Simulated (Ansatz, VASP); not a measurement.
One calculation of SiNi3, two programs

The input INCAR:

```
ALGO = Fast ; EDIFF = 1E-6
ENCUT = 520 ; GGA = PE
ISIF = 2 ; ISMEAR = 0
LASPH = T ; LCHARG = T
LELF = T ; LREAL = F
LVHAR = T ; LWAVE = F
NBANDS = 44 ; NELM = 80
PREC = Accurate ; SIGMA = 0.15
```

Contents of KPOINTS:

```
k-points
0
Gamma
  14 14 8
```

The input POSCAR:

```
SiNi3
1.0
    3.5062596409      0.0000000000      0.0000000000
    0.0000000000      3.5062596409      0.0000000000
    0.0000000000      0.0000000000      7.0125192817
Si Ni
2 6
Direct
    0.0000000000      0.0000000000      0.0000000000
    0.0000000000      0.0000000000      0.5000000000
    0.0000000000      0.5000000000      0.2671122524
    0.0000000000      0.5000000000      0.7671122524
    0.5000000000      0.0000000000      0.2328877476
    0.5000000000      0.0000000000      0.7328877476
    0.5000000000      0.5000000000      0.0000000000
    0.5000000000      0.5000000000      0.5000000000
```

Input for Ansatz:

```yaml
crystal:
  lattice:
    - [3.5062596409, 0.0, 0.0]
    - [0.0, 3.5062596409, 0.0]
    - [0.0, 0.0, 7.0125192817]
  atoms:
    - { symbol: Si, position: [0.0, 0.0, 0.0] }
    - { symbol: Si, position: [0.0, 0.0, 0.5] }
    - { symbol: Ni, position: [0.0, 0.5, 0.2671122524] }
    - { symbol: Ni, position: [0.0, 0.5, 0.7671122524] }
    - { symbol: Ni, position: [0.5, 0.0, 0.2328877476] }
    - { symbol: Ni, position: [0.5, 0.0, 0.7328877476] }
    - { symbol: Ni, position: [0.5, 0.5, 0.0] }
    - { symbol: Ni, position: [0.5, 0.5, 0.5] }
basis:
  ecutwfc: 420
kpoints:
  mp_grid: { grid: [14, 14, 8] }
hamiltonian:
  xc: pbe
scf:
  occupations: { method: gaussian, width: 0.15 }
output:
  forces: true
  stress: true
  eigenvalues: true
```

Change from the starting cell: mode 9 (194.3 1/cm) frozen in, largest displacement -0.120 Å.

Alike in both runs: task single point; functional PBE; k mesh 14 × 14 × 8; occupations gaussian, width 0.15 eV; no spin polarisation.

|  | VASP | Ansatz |
| --- | --- | --- |
| version | VASP 6.6.1 | Ansatz 0.2.0 |
| potentials or method | VASP PAW PBE potentials, release 64 (Si, Ni), cutoff 520 eV | scalar-relativistic, plane waves, PAW |
| valence electrons in the cell | 68 | 116 |

VASP gave:

| Item | Value |
| --- | --- |
| gap on the k mesh at the Fermi level (eV) | none |
| pressure (GPa) | 1.8 |
| traceless stress, the component that is largest in VASP (GPa) | 0.15 |
| rms of the force components (eV/Å) | 0.396 |

Q: Which values does Ansatz return?

A: gap on the k mesh at the Fermi level (eV): none; pressure (GPa): 1.8; traceless stress, the component that is largest in VASP (GPa): 0.17; rms of the force components (eV/Å): 0.399.

Atom by atom the forces differ by 0.003 eV/Å (rms over components). A gap of «none» marks a metal or a gap that the smearing closes. VASP's potentials hold 68 valence electrons a cell and Ansatz's 116, so a difference there can come from the potentials and not from the codes.
